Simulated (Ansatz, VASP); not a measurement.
Ta2N: VASP beside Ansatz

INCAR

```
SYSTEM = Ta2N
  PREC = Accurate
  ENCUT = 520
  EDIFF = 1E-7
  ISMEAR = 0
  SIGMA = 0.15
  LREAL = .False.
  LASPH = .True.
  NELM = 100
  ALGO = Normal
  ISIF = 2
  LWAVE = .False.
  LCHARG = .False.
  NBANDS = 20
```

KPOINTS

```
regular mesh
0
Gamma
  18 18 10
  0 0 0
```

The input POSCAR:

```
Ta2N
1.0
    2.9270925406      0.0000000000      0.0000000000
   -1.4635462703      2.5349364994      0.0000000000
    0.0000000000      0.0000000000      4.9584947638
Ta N
2 1
Direct
    0.6666666667      0.3333333333      0.7466885012
    0.3333333333      0.6666666667      0.2533114988
    0.0000000000      0.0000000000      0.0000000000
```

Input for Ansatz:

```yaml
crystal:
  lattice:
    - [2.9270925406, 0.0, 0.0]
    - [-1.4635462703, 2.5349364994, 0.0]
    - [0.0, 0.0, 4.9584947638]
  atoms:
    - { symbol: Ta, position: [0.6666666667, 0.3333333333, 0.7466885012] }
    - { symbol: Ta, position: [0.3333333333, 0.6666666667, 0.2533114988] }
    - { symbol: "N", position: [0.0, 0.0, 0.0] }
basis:
  ecutwfc: 520.0
kpoints:
  mp_grid: { grid: [18, 18, 10] }
hamiltonian:
  xc: lda
  pseudopotentials: { kind: paw, azcp: { folder: soft_1 } }
scf:
  occupations: { method: gaussian, width: 0.15 }
output:
  forces: true
  stress: true
  eigenvalues: true
  write_density: true
  write_potential: true
  elf: true
  volumetric_format: npy
```

Alike in both runs: task single point; functional LDA; k mesh 18 × 18 × 10; occupations gaussian, width 0.15 eV; no spin polarisation.

```csv
,VASP,Ansatz
version,VASP 6.6.1,Ansatz 0.2.0
potentials or method,"VASP PAW LDA potentials, release 64 (Ta_pv, N), cutoff 520 eV","scalar-relativistic, plane waves, PAW"
valence electrons in the cell,27,31
```

VASP gave:

| Property | Result |
| --- | --- |
| gap on the k mesh at the Fermi level (eV) | none |
| pressure (GPa) | 22.3 |
| traceless stress, the component that is largest in VASP (GPa) | -13.00 |
| rms of the force components (eV/Å) | 0.568 |

Question: What did Ansatz give for the same quantities?

Answer: gap on the k mesh at the Fermi level (eV): none; pressure (GPa): 20.3; traceless stress, the component that is largest in VASP (GPa): -12.87; rms of the force components (eV/Å): 0.537.

Ansatz warns that its potentials were made for another functional, while VASP's fit it. LDA's correlation is that of Perdew and Zunger in VASP and of Perdew and Wang (1992) in Ansatz. Atom by atom the forces differ by 0.031 eV/Å (rms over components). A gap of «none» marks a metal or a gap that the smearing closes. VASP's potentials hold 27 valence electrons a cell and Ansatz's 31, so a difference there can come from the potentials and not from the codes.

Neither program's run includes spin-orbit coupling.
